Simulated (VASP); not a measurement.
SnO2:

```
Sn O
1.0
     0.00000    2.53347    2.53347
     2.53347    0.00000    2.53347
     2.53347    2.53347    0.00000
Sn O
1 2
Direct
  0.00000 0.00000 0.00000
  0.25000 0.25000 0.25000
  0.75000 0.75000 0.75000
```

Base run:

| Property | Result |
| --- | --- |
| Program | VASP 6.6.1 |
| Functional | r2SCAN |
| Potentials or basis | VASP PAW PBE potentials, release 64 (Sn_d, O) |
| Cutoff | 520 eV |
| k mesh | 6 × 6 × 6 |
| Occupations | gaussian, width 0.01 eV |
| Spin | no spin polarisation |

Its results: band gap on the k mesh 0.88 eV, indirect (least direct gap 2.29 eV); pressure 1.4 GPa.

Question: The run is repeated on the same cell with these changes: functional from r2SCAN to PBE. What comes out?

Answer: Band gap on the k mesh 0.30 eV, indirect (least direct gap 1.68 eV); pressure 10.0 GPa.

r2SCAN gives the wider gap, since meta-GGAs in the generalised Kohn-Sham scheme recover part of the derivative discontinuity.

Caveats: spin-orbit coupling is left out, which moves the levels of the heavy elements; the PAW data sets were made with another functional, which shifts forces and pressure a little (some runs).

A k mesh can miss the band edges.
